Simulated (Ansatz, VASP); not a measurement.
## Two plane-wave programs on KI

File INCAR:

```
PREC = Accurate ; ENCUT = 520
EDIFF = 1E-6 ; ISMEAR = 0
SIGMA = 0.05 ; LREAL = F
LASPH = T ; NELM = 100
ALGO = Normal ; ISIF = 2
LWAVE = F ; LCHARG = F
GGA = CA ; NBANDS = 15
```

The input KPOINTS:

```
regular mesh
0
Gamma
  6 6 6
```

The input POSCAR:

```
KI
1.0
    0.0000000000      3.3655656014      3.4109309835
    3.3655656014      0.0000000000      3.4109309835
    3.3655656014      3.3655656014      0.0000000000
K I
1 1
Direct
   -0.0579313979     -0.0579313979      0.0579313979
    0.5178482222      0.5178482222      0.4821517778
```

Input for Ansatz:

```yaml
crystal:
  lattice:
    - [0.0, 3.3655656014, 3.4109309835]
    - [3.3655656014, 0.0, 3.4109309835]
    - [3.3655656014, 3.3655656014, 0.0]
  atoms:
    - { symbol: K, position: [-0.0579313979, -0.0579313979, 0.0579313979] }
    - { symbol: I, position: [0.5178482222, 0.5178482222, 0.4821517778] }
basis:
  ecutwfc: 420
kpoints:
  mp_grid: { grid: [6, 6, 6] }
hamiltonian:
  xc: lda
  pseudopotentials: { kind: paw }
scf:
  occupations: { method: gaussian, width: 0.05 }
output:
  forces: true
  stress: true
  eigenvalues: true
  write_density: true
  write_potential: true
  elf: true
  volumetric_format: npy
```

Change from the starting cell: mode 6 frozen in at -0.395 Å, equal normal strain along x and y -0.0133.

Alike in both runs: task single point; functional LDA; k mesh 6 × 6 × 6; occupations gaussian, width 0.05 eV; no spin polarisation.

|  | VASP | Ansatz |
| --- | --- | --- |
| version | VASP 6.6.1 | Ansatz 0.2.0 |
| potentials or method | VASP PAW LDA potentials, release 64 (K_sv, I), cutoff 520 eV | scalar-relativistic, plane waves, PAW |
| valence electrons in the cell | 16 | 26 |

Ansatz gave:

```
gap on the k mesh at the Fermi level (eV)                     : 3.98
least direct gap on the mesh (eV)                             : 3.98
pressure (GPa)                                                : 2.2
traceless stress, the component that is largest in VASP (GPa) : 4.25
rms of the force components (eV/Å)                            : 0.768
```

Task: What did VASP give for the same quantities?

Result: gap on the k mesh at the Fermi level (eV): 3.98; least direct gap on the mesh (eV): 3.98; pressure (GPa): 2.3; traceless stress, the component that is largest in VASP (GPa): 4.31; rms of the force components (eV/Å): 0.781.

LDA's correlation is that of Perdew and Zunger in VASP and of Perdew and Wang (1992) in Ansatz. Atom by atom the forces differ by 0.013 eV/Å (rms over components). VASP's potentials hold 16 valence electrons a cell and Ansatz's 26, so a difference there can come from the potentials and not from the codes.

Spin-orbit coupling is off throughout.
